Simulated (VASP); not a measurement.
LiGeBr3: single point with PBEsol

The system is LiGeBr3.

```
CELL_PARAMETERS angstrom
5.48664 0.00000 0.00000
0.00000 5.48664 0.00000
0.00000 0.00000 5.48664
ATOMIC_POSITIONS crystal
Li 0.50000 0.50000 0.50000
Ge 0.00000 0.00000 0.00000
Br 0.50000 0.00000 0.00000
Br 0.00000 0.50000 0.00000
Br 0.00000 0.00000 0.50000
```

```
Program             : VASP 6.6.1
Task                : single point
Functional          : PBEsol
Potentials or basis : VASP PAW PBE potentials, release 64 (Li_sv, Ge_d, Br)
Cutoff              : 520 eV
k mesh              : 8 × 8 × 8
Occupations         : gaussian, width 0.02 eV
Spin                : no spin polarisation
```

The band gap on the k mesh is 0.40 eV.

Levels at points of the mesh, in eV from the valence-band top:
```
           k point  band 15  band 16  band 17  band 18  band 19  band 20  band 21  band 22  band 23  band 24
(0.00, 0.00, 0.00)    -2.73    -2.73    -2.66    -2.66    -2.66     1.04     5.05     5.05     5.06     5.06
(0.50, 0.00, 0.00)    -3.13    -2.90    -2.66    -2.66    -1.91     1.27     2.78     2.82     4.52     4.52
(0.50, 0.50, 0.00)    -3.08    -3.08    -3.07    -2.07    -0.93     0.94     0.94     2.87     3.87     3.99
(0.50, 0.50, 0.50)    -3.06    -2.06    -2.06    -2.06     0.00     0.40     0.40     0.40     1.80     5.05
```

It took 82 s on 1 thread of Intel(R) Xeon(R) 6975P-C (Granite Rapids), with other jobs on the host, peak memory 0.35 GiB.

 A k mesh can miss the band edges.
